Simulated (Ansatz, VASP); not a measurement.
## Two plane-wave programs on EuO

```
Eu O
1.0
     0.00000    2.57195    2.57195
     2.57195    0.00000    2.57195
     2.57195    2.57195    0.00000
Eu O
1 1
Direct
  0.50000 0.50000 0.50000
  0.00000 0.00000 0.00000
```

Alike in both runs: task single point; functional PBE; k mesh 6 × 6 × 6; occupations gaussian, width 0.05 eV; collinear spin; Hubbard terms Eu f U = 6.0 eV.

|  | VASP | Ansatz |
| --- | --- | --- |
| version | VASP 6.6.1 | Ansatz 0.2.0 |
| potentials or method | VASP PAW PBE potentials, release 64 (Eu, O), cutoff 600 eV | scalar-relativistic, plane waves, PAW |
| valence electrons in the cell | 23 | 23 |

VASP gave:

| Property | Result |
| --- | --- |
| pressure (GPa) | 1.2 |
| net moment per atom (μB) | 3.50 |
| size of the moment on the site where the two differ most (μB) | 6.72 |

Q: Estimate Ansatz's values.

A: Pressure (GPa): 1.8; net moment per atom (μB): 3.50; size of the moment on the site where the two differ most (μB): 6.75.

Site moments also hang on the region over which each program counts them. The programs project onto different local orbitals, so the same U acts differently, and such runs can settle in different states.

Neither program's run includes spin-orbit coupling.
